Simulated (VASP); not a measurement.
The system is Si4Sn.

```
Si Sn
1.0
     3.60208    0.00000    0.00000
     0.00000    3.60208    0.00000
     0.00000    0.00000    6.76272
Si Sn
4 1
Direct
  0.00000 0.00000 0.71806
  0.00000 0.00000 0.28194
  0.00000 0.50000 0.51000
  0.50000 0.00000 0.49000
  0.00000 0.00000 0.00000
```

| Quantity | Value |
| --- | --- |
| Program | VASP 6.6.1 |
| Task | relaxation of cell and atoms |
| Functional | PBE |
| Potentials or basis | VASP PAW PBE potentials, release 64 (Si, Sn_d) |
| Cutoff | 600 eV |
| k mesh | 5 × 5 × 3 |
| Occupations | gaussian, width 0.2 eV |
| Spin | no spin polarisation |

At the start: pressure 53.1 GPa; volume 17.55 Å³/atom.

Question: How do energy, volume and symmetry change on relaxing?

Answer: Over 14 steps the energy falls by 1598.3 meV/atom and the volume is 22.78 Å³/atom (+29.8 %); space group P4/mmm (No. 123, to 0.05 Å).

Step by step:
| step | energy change (eV) | largest force (eV/Å) | pressure (GPa) | volume (Å³) |
| --- | --- | --- | --- | --- |
| 1 | 0.0000 | 12.7647 | 53.07 | 87.75 |
| 2 | -5.8997 | 1.3393 | -0.62 | 172.10 |
| 3 | -5.9412 | 1.4442 | -0.57 | 169.79 |
| 4 | -5.9840 | 1.5524 | -0.52 | 167.51 |
| 5 | -6.8245 | 3.5722 | 4.35 | 125.20 |
| 6 | -6.4569 | 3.3868 | 13.86 | 105.89 |
| 7 | -6.7104 | 3.8516 | 5.40 | 123.68 |
| 8 | -7.3925 | 0.6500 | -4.32 | 140.97 |
| 9 | -7.4130 | 1.0453 | -3.26 | 138.14 |
| 10 | -7.6773 | 0.7258 | -2.47 | 131.03 |
| 11 | -7.9085 | 0.4665 | -1.36 | 120.85 |
| 12 | -7.6578 | 0.5023 | 5.61 | 101.82 |
| 13 | -7.9910 | 0.1244 | -0.06 | 114.80 |
| 14 | -7.9916 | 0.0492 | 0.20 | 113.92 |

Final structure:
```yaml
crystal:
  lattice:
    - [3.50235, 0.00000, 0.00000]
    - [0.00000, 3.50235, 0.00000]
    - [0.00000, 0.00000, 9.28745]
  atoms:
    - { symbol: Si, position: [0.00000, 0.00000, 0.69292] }
    - { symbol: Si, position: [0.00000, 0.00000, 0.30708] }
    - { symbol: Si, position: [0.00000, 0.50000, 0.50043] }
    - { symbol: Si, position: [0.50000, 0.00000, 0.49957] }
    - { symbol: Sn, position: [0.00000, 0.00000, 0.00000] }
```

Caveat: the volume moved by over 15 % at a fixed basis, so the end points are rough; the relaxation stopped at a loose force limit of 0.08 eV/Å, so its end isn't a converged minimum.
